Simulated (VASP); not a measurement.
Write the native input for VASP 6.6.1 that does the following.

* Task: single point
* Functional: LDA
* Potentials or basis: VASP PAW LDA potentials, release 64 (Mg)
* Cutoff: 520 eV
* k mesh: 8 × 8 × 12
* Occupations: fermi-dirac, width 0.1 eV
* Spin: no spin polarisation
* Dipole correction: no
* Further INCAR settings: ALGO = Normal; EDIFF = 1e-06; NBANDS = 10

The structure of Mg lies in POSCAR:

```
Mg
1.0
    4.9372711865      0.0000000000      0.0000000000
   -2.4686355932      4.2758022728      0.0000000000
    0.0000000000      0.0000000000      2.9918922115
Mg
3
Direct
    1.0000000000      0.0000000000      0.0000000000
    0.3333333333      0.6666666667      0.5000000000
    0.6666666667      0.3333333333      0.5000000000
```

This cell differs from its parent crystal: volume scaled by 0.96.

These files were run (other wordings do the same):

INCAR

```
SYSTEM = Mg
ALGO = Normal
EDIFF = 1E-6
ENCUT = 520
ISIF = 2
ISMEAR = -1
LASPH = .True.
LCHARG = .True.
LELF = .True.
LREAL = .False.
LVHAR = .True.
LWAVE = .False.
NBANDS = 10
NELM = 80
PREC = Accurate
SIGMA = 0.1
```

KPOINTS

```
k-points
0
Gamma
  8 8 12
  0 0 0
```

Potentials or basis: VASP PAW LDA potentials, release 64 (Mg).

Command:

```console
$ cat potpaw_LDA.64/Mg/POTCAR > POTCAR
$ mpirun -np 1 vasp_std > vasp.out
```

Results of the run:

```yaml
Pressure: 1.3 GPa
Band_gap_on_the_k_mesh: zero (band 3 reaches 6.68 eV, above the bottom of band 4 at 1.97 eV)
```

It took 16 s on 1 thread of Intel(R) Xeon(R) 6975P-C (Granite Rapids) (shared host), peak memory 0.17 GiB.
